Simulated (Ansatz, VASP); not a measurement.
# LiS2 in VASP and in Ansatz

```
Li S
1.0
     4.03873   -0.00426   -0.47201
     0.00318    2.86111   -0.00221
    -1.64762    0.00627    9.45577
Li S
2 4
Direct
  0.06697 0.66685 0.61102
  0.43362 0.16642 0.38905
  0.07854 0.66653 0.94117
  0.42043 0.16645 0.05884
  0.89576 0.66639 0.33414
  0.60469 0.16735 0.66578
```

Change from the starting cell: Cu2Sb type (P4/nmm, No. 129); cell x1, atoms moved at random (sigma 0.05 Å) and cell strained at random (1.5 %), then relaxed without symmetry.

Alike in both runs: functional PBE; k mesh 8 × 8 × 2; occupations gaussian, width 0.1 eV; no spin polarisation.

Ansatz relaxed the structure, and its values are those at the end. VASP's run is a single point on that final structure, the one shown.

```csv
,VASP,Ansatz
version,VASP 6.6.1,Ansatz 0.2.0
potentials or method,"VASP PAW PBE potentials, release 64 (Li_sv, S), cutoff 520 eV","scalar-relativistic, plane waves, PAW"
valence electrons in the cell,30,30
```

|  | VASP | Ansatz | Ansatz less VASP |
| --- | --- | --- | --- |
| gap on the k mesh at the Fermi level (eV) | none | none | - |
| rms of the force components (eV/Å) | 0.059 | 0.003 | -0.0561 |

A gap of «none» marks a metal or a gap that the smearing closes.

Noted on VASP's run: the cutoff is under 1.25 times that of the potentials, so the pressure is a little rough.
